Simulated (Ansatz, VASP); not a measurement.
## Two plane-wave programs on AgCl

```
Ag Cl
1.0
     3.53000    0.00000    0.00000
     0.00000    4.01100    0.00000
    -0.97255    0.00000    5.15201
Ag Cl
2 2
Direct
  0.13515 0.25000 0.20186
  0.86485 0.75000 0.79814
  0.33349 0.25000 0.72616
  0.66651 0.75000 0.27384
```

Alike in both runs: functional PBE; k mesh 10 × 8 × 7; occupations fermi-dirac, width 0.01 eV; no spin polarisation.

Ansatz relaxed the structure, and its values are those at the end. VASP's run is a single point on that final structure, the one shown.

|  | VASP | Ansatz |
| --- | --- | --- |
| version | VASP 6.6.1 | Ansatz 0.2.0 |
| potentials or method | VASP PAW PBE potentials, release 64 (Ag, Cl) | plane-wave PAW, scalar-relativistic |
| plane-wave cutoff (eV) | 520 | 420 |
| valence electrons in the cell | 36 | 52 |

```csv
,VASP,Ansatz,Ansatz less VASP
gap on the k mesh at the Fermi level (eV),0.75,0.75,0.000
pressure (GPa),9.5,9.7,+0.20
rms of the force components (eV/Å),0.004,0.005,+0.0009
```

The functional is the same, so the differences come from potentials, cutoffs and numerics. VASP's potentials hold 36 valence electrons a cell and Ansatz's 52, so a difference there can come from the potentials and not from the codes. Ansatz's warnings: stress scf threshold loose.
